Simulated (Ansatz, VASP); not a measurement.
## Two plane-wave programs on Li2Se

Contents of POSCAR:

```
Li2Se
1.0
    0.0000000000      3.0044365241      3.0044365241
    3.0044365241      0.0000000000      3.0044365241
    3.0044365241      3.0044365241      0.0000000000
Li Se
2 1
Direct
    0.2500000000      0.2500000000      0.2500000000
    0.7500000000      0.7500000000      0.7500000000
    0.0000000000      0.0000000000      0.0000000000
```

File INCAR.step1:

```
SYSTEM = Li2Se
ALGO     = Normal         ! electronic algorithm
EDIFF    = 1E-5           ! SCF threshold, eV
ENCUT    = 830            ! plane-wave cutoff, eV
GGA      = PE             ! functional
GGA_COMPAT= .False.      
ISMEAR   = 0              ! smearing method
LASPH    = .True.         ! aspherical terms in the spheres
LCHARG   = .False.        ! write CHGCAR
LREAL    = .False.        ! projectors in reciprocal space
LWAVE    = .True.         ! write WAVECAR
NBANDS   = 13             ! bands
NELM     = 120            ! most SCF steps
PREC     = Accurate       ! precision mode
SIGMA    = 0.05           ! smearing width, eV
```

File INCAR.step2:

```
SYSTEM = Li2Se
ALGO     = Normal         ! electronic algorithm
EDIFF    = 1E-6           ! SCF threshold, eV
ENCUT    = 830            ! plane-wave cutoff, eV
GGA_COMPAT= .False.      
ISIF     = 2              ! what is computed and relaxed
ISMEAR   = 0              ! smearing method
ISTART   = 1            
LASPH    = .True.         ! aspherical terms in the spheres
LCHARG   = .False.        ! write CHGCAR
LMIXTAU  = .True.       
LREAL    = .False.        ! projectors in reciprocal space
LWAVE    = .False.        ! write WAVECAR
METAGGA  = R2SCAN         ! meta-GGA
NBANDS   = 13             ! bands
NELM     = 120            ! most SCF steps
PREC     = Accurate       ! precision mode
SIGMA    = 0.05           ! smearing width, eV
```

Contents of KPOINTS:

```
k-points
0
Gamma
  8 8 8
  0 0 0
```

Input for Ansatz:

```yaml
crystal:
  lattice:
    - [0.0, 3.0044365241, 3.0044365241]
    - [3.0044365241, 0.0, 3.0044365241]
    - [3.0044365241, 3.0044365241, 0.0]
  atoms:
    - { symbol: Li, position: [0.25, 0.25, 0.25] }
    - { symbol: Li, position: [0.75, 0.75, 0.75] }
    - { symbol: Se, position: [0.0, 0.0, 0.0] }
basis:
  ecutwfc: 500
  ecutrho_ratio: 4
kpoints:
  mp_grid: { grid: [8, 8, 8] }
hamiltonian:
  xc: r2scan
scf:
  occupations: { method: gaussian, width: 0.05 }
output:
  forces: true
  stress: true
  eigenvalues: true
```

Alike in both runs: task single point; functional r2SCAN; k mesh 8 × 8 × 8; occupations gaussian, width 0.05 eV; no spin polarisation.

```csv
,VASP,Ansatz
version,VASP 6.6.1,Ansatz 0.2.0
potentials or method,"VASP PAW PBE potentials, release 64 (Li_sv, Se), cutoff 830 eV","scalar-relativistic, plane waves, PAW"
valence electrons in the cell,12,22
```

Ansatz gave:

```
gap on the k mesh at the Fermi level (eV) : 3.49
least direct gap on the mesh (eV)         : 4.05
pressure (GPa)                            : -0.4
```

Which values does VASP return?

gap on the k mesh at the Fermi level (eV): 3.47; least direct gap on the mesh (eV): 4.13; pressure (GPa): -0.6.

VASP's potentials were made for PBE, not for r2SCAN. With one functional, cell and mesh, what is left measures potentials, basis and numerics. VASP's potentials hold 12 valence electrons a cell and Ansatz's 22, so a difference there can come from the potentials and not from the codes.
